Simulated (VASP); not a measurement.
Input of a VASP 6.6.1 run:

INCAR

```
SYSTEM = HfOs
  PREC = Accurate
  ENCUT = 520
  EDIFF = 1E-8
  ISMEAR = -1
  SIGMA = 0.1
  LREAL = .False.
  LASPH = .True.
  NELM = 80
  ALGO = Normal
  ISIF = 2
  LWAVE = .False.
  LCHARG = .True.
  GGA = PS
  IBRION = 8
  NSW = 1
```

The input KPOINTS:

```
Automatic mesh
0
Gamma
  12 12 12
  0 0 0
```

POSCAR

```
HfOs
1.0
    3.2554252542      0.0000000000      0.0000000000
    0.0000000000      3.2554252542      0.0000000000
    0.0000000000      0.0000000000      3.2554252542
Hf Os
1 1
Direct
    0.0000000000      0.0000000000      0.0000000000
    0.5000000000      0.5000000000      0.5000000000
```

Potentials or basis: VASP PAW PBE potentials, release 64 (Hf_pv, Os).

The run is started by

```console
$ cat potpaw_PBE.64/Hf_pv/POTCAR potpaw_PBE.64/Os/POTCAR > POTCAR
$ mpirun -np 1 vasp_std > vasp.out
```

Predict the highest phonon frequency at Γ.

146 cm⁻¹.

Phonon frequencies in cm⁻¹ (negative: imaginary):
| q point | frequencies |
| --- | --- |
| (0.000, 0.000, 0.000) | 0 0 0 146 146 146 |

Caveat: the cell stands under pressure or tension, which shifts response properties.
